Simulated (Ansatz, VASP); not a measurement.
# Sn in VASP and in Ansatz

Contents of INCAR:

```
ALGO = Normal
EDIFF = 1E-6
ENCUT = 520
GGA = CA
ISIF = 2
ISMEAR = 1
LASPH = True
LCHARG = False
LREAL = False
LWAVE = False
NBANDS = 21
NELM = 100
PREC = Accurate
SIGMA = 0.6
```

File KPOINTS:

```
k-points
0
Gamma
  11 11 8
```

Contents of POSCAR:

```
Sn
1.0
   -2.8994216605      2.9008009606      1.5581694818
    2.9008009606     -2.8994216605      1.5581694818
    2.8985835788      2.8985835788     -1.5556411493
Sn
2
Direct
    0.0000164062      0.9999835938      0.0000000000
    0.7499835938      0.2500164062      0.5000000000
```

Input for Ansatz:

```yaml
crystal:
  lattice:
    - [-2.8994216605, 2.9008009606, 1.5581694818]
    - [2.9008009606, -2.8994216605, 1.5581694818]
    - [2.8985835788, 2.8985835788, -1.5556411493]
  atoms:
    - { symbol: Sn, position: [1.64062e-05, 0.9999835938, 0.0] }
    - { symbol: Sn, position: [0.7499835938, 0.2500164062, 0.5] }
hamiltonian:
  xc: lda
  pseudopotentials:
    kind: paw
    azcp:
      Sn: "pseudopotentials/Sn.paw.azcp"
basis:
  ecutwfc: 420
  fft_grid_basis: typed
kpoints:
  mp_grid: { grid: [11, 11, 8], shift: [0, 0, 0] }
magnetization:
  spin_polarized: false
scf:
  occupations: { method: cold, width: 0.6 }
  lower_state_search: "off"
output:
  stress: true
```

Alike in both runs: task single point; functional LDA; k mesh 11 × 11 × 8; no spin polarisation.

|  | VASP | Ansatz |
| --- | --- | --- |
| version | VASP 6.6.1 | Ansatz 0.2.0 |
| potentials or method | VASP PAW LDA potentials, release 64 (Sn_d), cutoff 520 eV | plane waves (420 eV) with PAW, scalar-relativistic |
| occupations | methfessel-paxton of order 1, width 0.6 eV | cold, width 0.6 eV |
| valence electrons in the cell | 28 | 28 |

Ansatz gave:

| Quantity | Value |
| --- | --- |
| pressure (GPa) | -0.2 |
| traceless stress, the component that is largest in VASP (GPa) | 0.14 |

Problem. Which values does VASP return?

Solution. Pressure (GPa): -0.1; traceless stress, the component that is largest in VASP (GPa): 0.09.

Ansatz warns that its potentials were made for another functional, while VASP's fit it. LDA's correlation is that of Perdew and Zunger in VASP and of Perdew and Wang (1992) in Ansatz.
